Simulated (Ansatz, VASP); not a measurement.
## Two plane-wave programs on CsBe3Ag

The input INCAR:

```
SYSTEM = CsBe3Ag
ALGO = Fast
EDIFF = 1E-6
ENCUT = 520
GGA = PE
ISIF = 2
ISMEAR = 0
LASPH = .TRUE.
LCHARG = .FALSE.
LREAL = .FALSE.
LWAVE = .FALSE.
NBANDS = 21
NELM = 100
PREC = Accurate
SIGMA = 0.1
```

File KPOINTS:

```
k-points
0
G
  4 4 4
  0 0 0
```

Contents of POSCAR:

```
CsBe3Ag
1.0
    4.0839783700      0.0000000000      0.0000000000
    0.0000000000      4.2645864900      0.0000000000
    0.0000000000      0.0000000000      5.7797936400
Cs Be Ag
1 3 1
Direct
    0.5000000000      0.5000000000      0.5000000000
    0.0000000000      0.5000000000      0.3082385600
    0.0000000000      0.5000000000      0.6917614400
    0.0000000000      0.0000000000      0.0000000000
    0.0000000000      0.5000000000      0.0000000000
```

Input for Ansatz:

```yaml
crystal:
  lattice:
    - [4.08397837, 0.0, 0.0]
    - [0.0, 4.26458649, 0.0]
    - [0.0, 0.0, 5.77979364]
  atoms:
    - { symbol: Cs, position: [0.5, 0.5, 0.5] }
    - { symbol: Be, position: [0.0, 0.5, 0.30823856] }
    - { symbol: Be, position: [0.0, 0.5, 0.69176144] }
    - { symbol: Be, position: [0.0, 0.0, 0.0] }
    - { symbol: Ag, position: [0.0, 0.5, 0.0] }
basis:
  ecutwfc: 420
kpoints:
  mp_grid: { grid: [4, 4, 4] }
hamiltonian:
  xc: pbe
scf:
  occupations: { method: gaussian, width: 0.1 }
  lower_state_search: "off"
output:
  forces: true
  stress: true
  eigenvalues: true
```

Alike in both runs: task single point; functional PBE; k mesh 4 × 4 × 4; occupations gaussian, width 0.1 eV; no spin polarisation.

|  | VASP | Ansatz |
| --- | --- | --- |
| version | VASP 6.6.1 | Ansatz 0.2.0 |
| potentials or method | VASP PAW PBE potentials, release 64 (Cs_sv, Be, Ag), cutoff 520 eV | scalar-relativistic, plane waves, PAW |
| valence electrons in the cell | 26 | 34 |

Ansatz gave:

| Quantity | Value |
| --- | --- |
| gap on the k mesh at the Fermi level (eV) | none |
| pressure (GPa) | 27.1 |
| traceless stress, the component that is largest in VASP (GPa) | -20.33 |
| rms of the force components (eV/Å) | 2.086 |

Question: What did VASP give for the same quantities?

Answer: gap on the k mesh at the Fermi level (eV): none; pressure (GPa): 27.4; traceless stress, the component that is largest in VASP (GPa): -20.67; rms of the force components (eV/Å): 2.073.

Atom by atom the forces differ by 0.013 eV/Å (rms over components). A gap of «none» marks a metal or a gap that the smearing closes. With one functional, cell and mesh, what is left measures potentials, basis and numerics. VASP's potentials hold 26 valence electrons a cell and Ansatz's 34, so a difference there can come from the potentials and not from the codes.

The k mesh is coarse, so the values compare programs but aren't converged. Spin-orbit coupling is off throughout.
